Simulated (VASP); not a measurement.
SnO2: single point with PBE+D3(BJ)

The system is SnO2.

```
CELL_PARAMETERS angstrom
1.61709 0.93830 4.80059
-1.61709 0.93830 4.80059
0.00000 -1.87659 4.80059
ATOMIC_POSITIONS crystal
Sn 0.50000 0.50000 0.50000
O 0.23717 0.23717 0.23717
O 0.76283 0.76283 0.76283
```

This cell differs from its parent crystal: strain +0.0050 x Voigt [0, 1, 0, 0, 0, 0].

```yaml
Program: VASP 6.6.1
Task: single point
Functional: PBE
Dispersion: D3(BJ)
Potentials_or_basis: VASP PAW PBE potentials, release 64 (Sn_d, O)
Cutoff: 520 eV
k_mesh: 12 × 12 × 12
Occupations: gaussian, width 0.05 eV
Spin: no spin polarisation
Dipole_correction: no
Further_INCAR_settings: ALGO = Normal; EDIFF = 1e-06; NBANDS = 20
```

```
Pressure                   : -2.9 GPa
Largest force              : 0.119 eV/Å
Band gap on the k mesh     : 1.86 eV (least direct gap 1.97 eV)
Dispersion energy per atom : -0.176 eV
```

Forces in eV/Å, atoms in the order of the input:
```
Sn   0.000  0.000  0.000
O    0.000  0.002 -0.119
O    0.000 -0.002  0.119
```

Stress tensor (GPa, compression positive):
```
-2.38  0.00  0.00
 0.00 -3.30 -0.01
 0.00 -0.01 -3.16
```

Levels at points of the mesh, in eV from the valence-band top:
```
           k point  band 9  band 10  band 11  band 12  band 13  band 14  band 15  band 16  band 17  band 18
(0.00, 0.00, 0.00)   -1.27    -1.26    -0.91    -0.90    -0.11     1.86     5.67    10.90    10.98    11.63
(0.50, 0.00, 0.00)   -4.10    -2.94    -1.45    -0.61    -0.56     5.23     7.65     9.99    12.28    12.56
(0.50, 0.50, 0.00)   -4.33    -2.99    -1.13    -0.45    -0.02     4.99     6.88    10.60    11.24    12.55
(0.00, 0.00, 0.50)   -4.10    -2.90    -1.46    -0.59    -0.56     5.24     7.70     9.95    12.28    12.62
(0.50, 0.00, 0.50)   -4.32    -3.03    -1.12    -0.47    -0.03     4.97     6.84    10.64    11.27    12.50
(0.50, 0.50, 0.50)   -1.34    -1.32    -1.24    -0.86    -0.85     3.11     5.60    11.07    11.16    12.12
```

It took 17 min on 1 thread of Oxide Virtual Turin-like Processor, with other jobs on the host, peak memory 0.49 GiB.

Caveat: the cell differs from its parent crystal (strain +0.0050 x Voigt [0, 1, 0, 0, 0, 0]); spin-orbit coupling is left out, which moves the levels of the heavy elements. A k mesh can miss the band edges.
